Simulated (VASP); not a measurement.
CO2, 12 atoms in the cell. It takes space group Pa-3 (No. 205, cubic). The conventional cell has a = 5.630 Å, b = 5.630 Å, c = 5.630 Å, α = 90.00°, β = 90.00°, γ = 90.00°. C (site symmetry -3) has 2 O at 1.17 Å within 1.6 Å. O (site symmetry 3) has 1 C at 1.17 Å within 1.6 Å. 

```yaml
Program: VASP 6.6.1
Task: single point
Functional: PBE
Potentials_or_basis: VASP PAW PBE potentials, release 64 (C, O)
Cutoff: 520 eV
k_mesh: 4 × 4 × 4
Occupations: fermi-dirac, width 0.02 eV
Spin: no spin polarisation
Dipole_correction: no
Further_INCAR_settings: ALGO = Normal; EDIFF = 1e-07; NBANDS = 44
```

Potentials or basis: VASP PAW PBE potentials, release 64 (C, O).

Run with:

```sh
$ cat potpaw_PBE.64/C/POTCAR potpaw_PBE.64/O/POTCAR > POTCAR
$ mpirun -np 1 vasp_std > vasp.out
```

Hardware: 1 thread of AMD EPYC 7R43 64-Core Processor (Zen 3), with other jobs on the host.

How long does it take, and how much memory?

It took 94 s on 1 thread of AMD EPYC 7R43 64-Core Processor (Zen 3), with other jobs on the host, peak memory 0.23 GiB. Counts: scf iterations 14, k points 11.
